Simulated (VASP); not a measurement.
Here is a VASP 6.6.1 calculation.

POSCAR

```
BeTe
1.0
    0.0000000000      2.8134445265      2.8134445265
    2.8134445265      0.0000000000      2.8134445265
    2.8134445265      2.8134445265      0.0000000000
Be Te
1 1
Direct
    0.0000000000      0.0000000000      0.0000000000
    0.7500000000      0.7500000000      0.7500000000
```

The input INCAR.step1:

```
PREC = Accurate
ENCUT = 520
ISMEAR = 0
SIGMA = 0.01
LREAL = False
LASPH = True
NELM = 80
NBANDS = 11
GGA = PE
ALGO = Normal
EDIFF = 1E-4
LWAVE = True
LCHARG = False
```

INCAR.step2

```
PREC = Accurate
ENCUT = 520
EDIFF = 1E-6
ISMEAR = 0
SIGMA = 0.01
LREAL = False
LASPH = True
NELM = 80
ALGO = Normal
ISIF = 2
LWAVE = False
LCHARG = False
METAGGA = R2SCAN
LMIXTAU = True
NBANDS = 11
ISTART = 1
```

KPOINTS

```
regular mesh
0
Gamma
  8 8 8
```

Potentials or basis: VASP PAW PBE potentials, release 64 (Be, Te).

Run with:

```sh
$ cat potpaw_PBE.64/Be/POTCAR potpaw_PBE.64/Te/POTCAR > POTCAR
$ cp INCAR.step1 INCAR
$ mpirun -np 1 vasp_std > vasp.out
$ cp INCAR.step2 INCAR
$ mpirun -np 1 vasp_std > vasp.out
```

Predict the band gap on the k mesh.

2.33 eV, indirect (least direct gap 4.01 eV).

Estimate the pressure.

1.2 GPa.

Caveat: the PAW data sets were made with another functional, which shifts forces and pressure a little; spin-orbit coupling is left out, which moves the levels of the heavy elements. r2SCAN opens gaps a little over a GGA but as a rule still falls short of measured ones.
